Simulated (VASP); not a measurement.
# B27SbN26 (a cell with a defect) in VASP: single point with PBE

Aim: the single point of B27SbN26 (a cell with a defect) with PBE.

Everything below comes from runs of VASP 6.6.1. Logs are shortened: lines on timing, memory, paths and dates and some standing lists are left out, and cuts for length are marked.

### Step 1. The cell of the first run

The cell holds a defect, 54 atoms: a = 7.692 Å, b = 7.692 Å, c = 7.692 Å, α = 60.00°, β = 60.00°, γ = 60.00°.

### Step 2. Single point, PBE

File INCAR:

```
SYSTEM = B27SbN26
PREC = Accurate ; ENCUT = 520
EDIFF = 1E-6 ; ISMEAR = -1
SIGMA = 0.01 ; LREAL = Auto
LASPH = .TRUE. ; NELM = 100
ALGO = Normal ; ISIF = 2
LWAVE = .FALSE. ; LCHARG = .FALSE.
GGA = PE ; NBANDS = 141
```

File KPOINTS:

```
regular mesh
0
G
  3 3 3
  0 0 0
```

File POSCAR:

```
B27SbN26
1.0
    0.0000000000      5.4390030000      5.4390030000
    5.4390030000      0.0000000000      5.4390030000
    5.4390030000      5.4390030000      0.0000000000
B Sb N
27 1 26
Direct
   -0.0180413491     -0.0180413491     -0.0180413491
   -0.0180413491     -0.0180413491      0.3874573808
    0.0011409002      0.0011409002      0.6655257665
   -0.0180413491      0.3874573808     -0.0180413491
   -0.0008255240      0.3344412248      0.3344412248
   -0.0008255240      0.3344412248      0.6652764077
    0.0011409002      0.6655257665      0.0011409002
   -0.0008255240      0.6652764077      0.3344412248
    0.0011409002      0.6655257665      0.6655257665
    0.3874573808     -0.0180413491     -0.0180413491
    0.3344412248     -0.0008255240      0.3344412248
    0.3344412248     -0.0008255240      0.6652764077
    0.3344412248      0.3344412248     -0.0008255240
    0.3333333333      0.3333333333      0.3333333333
    0.3344412248      0.3344412248      0.6652764077
    0.3344412248      0.6652764077     -0.0008255240
    0.3344412248      0.6652764077      0.3344412248
    0.3328138817      0.6668398172      0.6668398172
    0.6655257665      0.0011409002      0.0011409002
    0.6652764077     -0.0008255240      0.3344412248
    0.6655257665      0.0011409002      0.6655257665
    0.6652764077      0.3344412248     -0.0008255240
    0.6652764077      0.3344412248      0.3344412248
    0.6668398172      0.3328138817      0.6668398172
    0.6655257665      0.6655257665      0.0011409002
    0.6668398172      0.6668398172      0.3328138817
    0.6668398172      0.6668398172      0.6668398172
    0.0833333333      0.0833333333      0.0833333333
    0.0829200957      0.0829200957      0.4264696533
    0.0829200957      0.0829200957      0.7410234886
    0.0829200957      0.4264696533      0.0829200957
    0.0831422081      0.4167303751      0.4167303751
    0.0829200957      0.4264696533      0.7410234886
    0.0829200957      0.7410234886      0.0829200957
    0.0829200957      0.7410234886      0.4264696533
    0.0840802628      0.7497510235      0.7497510235
    0.4264696533      0.0829200957      0.0829200957
    0.4167303751      0.0831422081      0.4167303751
    0.4264696533      0.0829200957      0.7410234886
    0.4167303751      0.4167303751      0.0831422081
    0.4167303751      0.4167303751      0.4167303751
    0.4168181365      0.4168181365      0.7498485302
    0.4264696533      0.7410234886      0.0829200957
    0.4168181365      0.7498485302      0.4168181365
    0.4168181365      0.7498485302      0.7498485302
    0.7410234886      0.0829200957      0.0829200957
    0.7410234886      0.0829200957      0.4264696533
    0.7497510235      0.0840802628      0.7497510235
    0.7410234886      0.4264696533      0.0829200957
    0.7498485302      0.4168181365      0.4168181365
    0.7498485302      0.4168181365      0.7498485302
    0.7497510235      0.7497510235      0.0840802628
    0.7498485302      0.7498485302      0.4168181365
    0.7497510235      0.7497510235      0.7497510235
```

Potentials or basis: VASP PAW PBE potentials, release 64 (B, Sb, N).

The run is started by

```bash
cat potpaw_PBE.64/B/POTCAR potpaw_PBE.64/Sb/POTCAR potpaw_PBE.64/N/POTCAR > POTCAR
mpirun -np 1 vasp_std > vasp.out
```

OUTCAR:

```text
SYSTEM = B27SbN26
   PREC = Accurate
   ENCUT = 520
   EDIFF = 1E-6
   ISMEAR = -1
   LREAL = Auto
   LASPH = .TRUE.
   NELM = 100
   ISIF = 2
   GGA = PE

 ion  position               nearest neighbor table
   1  0.982  0.982  0.982-  30 1.54  34 1.54  46 1.54  28 1.91
   2  0.982  0.982  0.387-  29 1.54  35 1.54  47 1.54  28 1.91
   3  0.001  0.001  0.666-  30 1.50  29 1.50  36 1.58  48 1.58
   4  0.982  0.387  0.982-  31 1.54  33 1.54  49 1.54  28 1.91
   5  0.999  0.334  0.334-  32 1.56  50 1.57  29 1.58  31 1.58
   6  0.999  0.334  0.665-  32 1.56  51 1.57  33 1.58  30 1.58
[... 19 lines left out ...]
  26  0.667  0.667  0.333-  52 1.56  50 1.57  44 1.57  53 1.57
  27  0.667  0.667  0.667-  54 1.56  51 1.57  53 1.57  45 1.57
  28  0.083  0.083  0.083-   1 1.91   2 1.91   4 1.91  10 1.91  30 2.64  34 2.64  46 2.64  35 2.64
                            39 2.64  43 2.64  33 2.64  47 2.64  49 2.64  37 2.64  31 2.64  29 2.64
  29  0.083  0.083  0.426-   3 1.50   2 1.54   5 1.58  11 1.58  28 2.64
  30  0.083  0.083  0.741-   3 1.50   1 1.54   6 1.58  12 1.58  28 2.64
  31  0.083  0.426  0.083-   7 1.50   4 1.54   5 1.58  13 1.58  28 2.64
  32  0.083  0.417  0.417-   6 1.56   8 1.56   5 1.56  14 1.57
  33  0.083  0.426  0.741-   9 1.50   4 1.54   6 1.58  15 1.58  28 2.64
  34  0.083  0.741  0.083-   7 1.50   1 1.54   8 1.58  16 1.58  28 2.64
  35  0.083  0.741  0.426-   9 1.50   2 1.54   8 1.58  17 1.58  28 2.64
  36  0.084  0.750  0.750-  18 1.56   9 1.58   3 1.58   7 1.58
  37  0.426  0.083  0.083-  19 1.50  10 1.54  13 1.58  11 1.58  28 2.64
  38  0.417  0.083  0.417-  12 1.56  20 1.56  11 1.56  14 1.57
  39  0.426  0.083  0.741-  21 1.50  10 1.54  12 1.58  15 1.58  28 2.64
  40  0.417  0.417  0.083-  16 1.56  22 1.56  13 1.56  14 1.57
  41  0.417  0.417  0.417-  15 1.56  17 1.56  23 1.56  14 1.57
  42  0.417  0.417  0.750-  13 1.57  15 1.57  18 1.57  24 1.57
  43  0.426  0.741  0.083-  25 1.50  10 1.54  16 1.58  17 1.58  28 2.64
  44  0.417  0.750  0.417-  11 1.57  17 1.57  18 1.57  26 1.57
  45  0.417  0.750  0.750-  12 1.57  16 1.57  27 1.57  18 1.57
  46  0.741  0.083  0.083-  19 1.50   1 1.54  20 1.58  22 1.58  28 2.64
  47  0.741  0.083  0.426-  21 1.50   2 1.54  20 1.58  23 1.58  28 2.64
  48  0.750  0.084  0.750-  24 1.56  21 1.58   3 1.58  19 1.58
  49  0.741  0.426  0.083-  25 1.50   4 1.54  22 1.58  23 1.58  28 2.64
  50  0.750  0.417  0.417-   5 1.57  23 1.57  24 1.57  26 1.57
  51  0.750  0.417  0.750-   6 1.57  22 1.57  27 1.57  24 1.57
  52  0.750  0.750  0.084-  26 1.56  25 1.58   7 1.58  19 1.58
  53  0.750  0.750  0.417-   8 1.57  20 1.57  27 1.57  26 1.57
  54  0.750  0.750  0.750-  27 1.56  21 1.58  25 1.58   9 1.58

  LATTYP: Found a face centered cubic cell.
 ALAT       =    10.8780060000

  Lattice vectors:

 A1 = (   0.0000000000,   5.4390030000,   5.4390030000)
 A2 = (   5.4390030000,   0.0000000000,   5.4390030000)
 A3 = (   5.4390030000,   5.4390030000,   0.0000000000)

Analysis of symmetry for initial positions (statically):
=====================================================================
 Subroutine PRICEL returns:
[... 222 lines left out ...]
   EFERMI =   0.00;   METHOD = LEGACY
   ISMEAR =    -1;   SIGMA  =   0.01  broadening in eV -4-tet -1-fermi 0-gaus
   EFERMI_NEDOS =   21; number of points for ismear=-14 and -15
   IALGO  =     38    algorithm
   IMIX   =      4    mixing-type and parameters
     AMIX     =   0.40;   BMIX     =  1.00
     AMIX_MAG =   1.60;   BMIX_MAG =  1.00
  volume/ion in A,a.u.               =       5.96        40.22
  Fermi-wavevector in a.u.,A,eV,Ry     =   1.433387  2.708709 27.954506  2.054598
  Thomas-Fermi vector in A             =   2.552911
   LORBIT       =      0    0 simple, 1 ext, 2 COOP (PROOUT), +10 PAW based schemes
   GGA     = PE    functional components
   LHFCALC =     F    Hartree Fock is set to
   AEXX    =    0.0000 exact exchange contribution
   IVDW    =     0    specifies the selected vdW correction
   LEPSILON=     F    determine dielectric tensor
   LRPA    =     F    only Hartree local field effects (RPA)
 non-spin polarized calculation
  energy-cutoff  :      520.00
  volume of cell :      321.80
 maximum number of plane-waves:      8682
 NGX is ok and might be reduce to    60
   NGX = 29   NGY = 29   NGZ = 29

 number of electron     215.9999982 magnetization

 Free energy of the ion-electron system (eV)
  ---------------------------------------------------
  ext. energy  EPLUGINS =         0.00000000
  ---------------------------------------------------
  free energy    TOTEN  =      -448.82310017 eV

  energy without entropy =     -448.82310017  energy(sigma->0) =     -448.82310017

 E-fermi :  10.6238     XC(G=0): -12.9169

 val. band max:       10.3047947651   @ k =   0.0000   0.0000   0.0000
 cond. band min:      12.4079572818   @ k =   0.3333   0.3333   0.0000
 fundamental gap:      2.1031625167
 Fermi energy:        10.6237554628

 k-point     1 :       0.0000    0.0000    0.0000
  band No.  band energies     occupation
      1     -12.3676      2.00000
      2     -10.0560      2.00000
      3     -10.0560      2.00000
      4     -10.0560      2.00000
      5      -9.8271      2.00000
      6      -9.7906      2.00000
[... 481 lines left out ...]
    119      16.1685      0.00000
    120      16.2452      0.00000
 [bands above 120 left out]

------------------------ aborting loop because EDIFF is reached ----------------------------------------

  FORCE on cell =-STRESS in cart. coord.  units (eV):
  Direction    XX          YY          ZZ          XY          YZ          ZX
  --------------------------------------------------------------------------------------
  -------------------------------------------------------------------------------------
  Total       48.8614650     48.8614650     48.8614650     -0.0000000      0.0000000      0.0000000
  in kB      243.2703477    243.2703477    243.2703477     -0.0000000      0.0000000      0.0000000
  external PRESSURE =     243.2703477 kB  Pullay stress =       0.0000000 kB

 VOLUME and BASIS-vectors are now :
 -----------------------------------------------------------------------------
  energy-cutoff  :      520.00
  volume of cell :      321.80
      direct lattice vectors                 reciprocal lattice vectors
     0.000000000  5.439003000  5.439003000    -0.091928613  0.091928613  0.091928613
     5.439003000  0.000000000  5.439003000     0.091928613 -0.091928613  0.091928613
     5.439003000  5.439003000  0.000000000     0.091928613  0.091928613 -0.091928613

 POSITION                                       TOTAL-FORCE (eV/Angst)
 -----------------------------------------------------------------------------------
     10.68175     10.68175     10.68175        -0.197654     -0.197654     -0.197654
      7.44826      7.44826     10.68175         0.197654      0.197654     -0.197654
      3.62600      3.62600      0.01241         0.000000      0.000000     -0.017904
      7.44826     10.68175      7.44826         0.197654     -0.197654      0.197654
      3.63805      7.25354      7.25354        -0.006861      0.000721      0.000721
      5.43747      9.05295      7.25354        -0.000721      0.006861      0.000721
[... 46 lines left out ...]
      6.34550      6.34550      8.15686         0.000000      0.000000      0.002895
      8.15580      8.15580      8.15580         0.001265      0.001265      0.001265
 -----------------------------------------------------------------------------------
    total drift:                               -0.000006     -0.000006     -0.000006

  FREE ENERGIE OF THE ION-ELECTRON SYSTEM (eV)
  ---------------------------------------------------
  free  energy   TOTEN  =      -448.8231001716 eV

  energy  without entropy=     -448.8231001716  energy(sigma->0) =     -448.82310017
```

Run time: 7.9 min. Hardware: 1 thread of Intel Xeon Platinum 8375C at 2.90GHz (Ice Lake), shared host; peak memory 0.55 GiB.

Results:

- Free energy: -448.8231 eV
- Pressure: 24.3 GPa
- Largest force: 0.342 eV/Å
- Band gap on the k mesh: 2.10 eV

Forces in eV/Å, atoms in the order of the input:
```
B   -0.198 -0.198 -0.198
B    0.198  0.198 -0.198
B    0.000  0.000 -0.018
B    0.198 -0.198  0.198
B   -0.007  0.001  0.001
B   -0.001  0.007  0.001
B    0.000 -0.018  0.000
B   -0.001  0.001  0.007
B    0.018  0.000  0.000
B   -0.198  0.198  0.198
B    0.001 -0.007  0.001
B    0.007 -0.001  0.001
B    0.001  0.001 -0.007
B    0.000  0.000  0.000
B   -0.001 -0.001 -0.007
B    0.007  0.001 -0.001
B   -0.001 -0.007 -0.001
B   -0.005  0.005  0.005
B   -0.018  0.000  0.000
B    0.001 -0.001  0.007
B    0.000  0.018  0.000
B    0.001  0.007 -0.001
B   -0.007 -0.001 -0.001
B    0.005 -0.005  0.005
B    0.000  0.000  0.018
B    0.005  0.005 -0.005
B   -0.005 -0.005 -0.005
Sb   0.000  0.000  0.000
N   -0.023 -0.023  0.010
N    0.023  0.023  0.010
N   -0.023  0.010 -0.023
N   -0.003  0.003  0.003
N   -0.010  0.023 -0.023
N    0.023  0.010  0.023
N   -0.010 -0.023  0.023
N    0.001 -0.001 -0.001
N    0.010 -0.023 -0.023
N    0.003 -0.003  0.003
N    0.023 -0.010 -0.023
N    0.003  0.003 -0.003
N   -0.003 -0.003 -0.003
N    0.000  0.000 -0.003
N    0.023 -0.023 -0.010
N    0.000 -0.003  0.000
N    0.003  0.000  0.000
N    0.010  0.023  0.023
N   -0.023 -0.010  0.023
N   -0.001  0.001 -0.001
N   -0.023  0.023 -0.010
N   -0.003  0.000  0.000
N    0.000  0.003  0.000
N   -0.001 -0.001  0.001
N    0.000  0.000  0.003
N    0.001  0.001  0.001
```

Levels at points of the mesh, in eV from the valence-band top:
```csv
k point,band 106,band 107,band 108,band 109,band 110,band 111
"(0.00, 0.00, 0.00)",0.00,0.00,0.00,2.85,2.85,2.85
```

Caveat: spin-orbit coupling is left out, which moves the levels of the heavy elements.
